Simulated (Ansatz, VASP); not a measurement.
**Ti in VASP and in Ansatz**

```
Ti
1.0
     2.92738    0.00000    0.00000
    -1.46369    2.53519    0.00000
     0.00000    0.00000    4.75260
Ti
2
Cartesian
  0.0000 1.6901 1.1882
  1.4637 0.8451 3.5645
```

Alike in both runs: task relaxation of cell and atoms; functional PBEsol; k mesh 18 × 18 × 10; occupations gaussian, width 0.1 eV; no spin polarisation.

```csv
,VASP,Ansatz
version,VASP 6.6.1,Ansatz 0.2.0
potentials or method,"VASP PAW PBE potentials, release 64 (Ti_sv), cutoff 600 eV","scalar-relativistic, plane waves, PAW"
valence electrons in the cell,24,24
```

Ansatz gave:

* gap on the k mesh at the Fermi level, each at its own relaxed structure (eV): none
* relaxed volume (Å³/atom): 16.73
* relaxed cell length with the largest relative difference (Å): 4.590

Question: What did VASP give for the same quantities?

Answer: gap on the k mesh at the Fermi level, each at its own relaxed structure (eV): none; relaxed volume (Å³/atom): 16.69; relaxed cell length with the largest relative difference (Å): 4.586.

VASP's potentials were made for PBE, not for PBEsol. A gap of «none» marks a metal or a gap that the smearing closes.
